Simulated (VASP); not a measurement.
Input of a VASP 6.6.1 run:

INCAR

```
PREC = Accurate
ENCUT = 600
EDIFF = 1E-6
ISMEAR = 0
SIGMA = 0.1
LREAL = F
LASPH = T
NELM = 200
ALGO = Normal
ISIF = 2
LWAVE = F
LCHARG = F
LMAXMIX = 4
LDAU = T
LDAUTYPE = 2
LDAUL = 2 -1
LDAUU = 4 0
LDAUJ = 0 0
LDAUPRINT = 1
GGA = PE
NBANDS = 33
GGA_COMPAT = F
```

File KPOINTS:

```
Automatic mesh
0
Gamma
  8 8 8
```

POSCAR

```
TiO2
1.0
   -1.9102064045      1.9102064045      4.8784761370
    1.9102064045     -1.9102064045      4.8784761370
    1.9102064045      1.9102064045     -4.8784761370
Ti O
2 4
Direct
    0.0000000000      0.0000000000      0.0000000000
    0.7500000000      0.2500000000      0.5000000000
    0.2054627606      0.2054627606      0.0000000000
    0.9554627606      0.4554627606      0.5000000000
    0.5445372394      0.0445372394      0.5000000000
    0.7945372394      0.7945372394      0.0000000000
```

Potentials or basis: VASP PAW PBE potentials, release 64 (Ti_sv, O).

The run is started by

```bash
$ cat potpaw_PBE.64/Ti_sv/POTCAR potpaw_PBE.64/O/POTCAR > POTCAR
$ mpirun -np 1 vasp_std > vasp.out
```

(1) Estimate the pressure.

(2) Estimate the band gap on the k mesh.

(3) Predict the largest force.

Results:

(1) 4.1 GPa.

(2) 2.68 eV (least direct gap 2.95 eV).

(3) 0.159 eV/Å.

Caveat: the cell stands under pressure.
